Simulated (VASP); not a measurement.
Input of a VASP 6.6.1 run:

Contents of INCAR:

```
SYSTEM = SiNi
PREC = Accurate
ENCUT = 520
EDIFF = 1E-7
ISMEAR = 0
SIGMA = 0.1
LREAL = .FALSE.
LASPH = .TRUE.
NELM = 60
ALGO = Normal
ISIF = 2
LWAVE = .FALSE.
LCHARG = .FALSE.
GGA = PE
NBANDS = 38
```

Contents of KPOINTS:

```
Automatic mesh
0
G
  8 10 6
  0 0 0
```

Contents of POSCAR:

```
SiNi
1.0
    5.2023435309      0.0000000000      0.0000000000
    0.0000000000      3.4014931249      0.0000000000
    0.0000000000      0.0000000000      5.6907739112
Si Ni
4 4
Direct
    0.3198164328      0.7500000000      0.0830992750
    0.1801835672      0.2500000000      0.5830992750
    0.8198164328      0.7500000000      0.4169007250
    0.6801835672      0.2500000000      0.9169007250
    0.0070084631      0.2500000000      0.1900366828
    0.4929915369      0.7500000000      0.6900366828
    0.5070084631      0.2500000000      0.3099633172
    0.9929915369      0.7500000000      0.8099633172
```

Potentials or basis: VASP PAW PBE potentials, release 64 (Si, Ni).

Launch:

```sh
$ cat potpaw_PBE.64/Si/POTCAR potpaw_PBE.64/Ni/POTCAR > POTCAR
$ mpirun -np 1 vasp_std > vasp.out
```

(1) What does it give for the band gap on the k mesh?

(2) Predict the pressure.

Results:

(1) zero (band 28 reaches 10.89 eV, above the bottom of band 29 at 9.13 eV).

(2) -4.5 GPa.
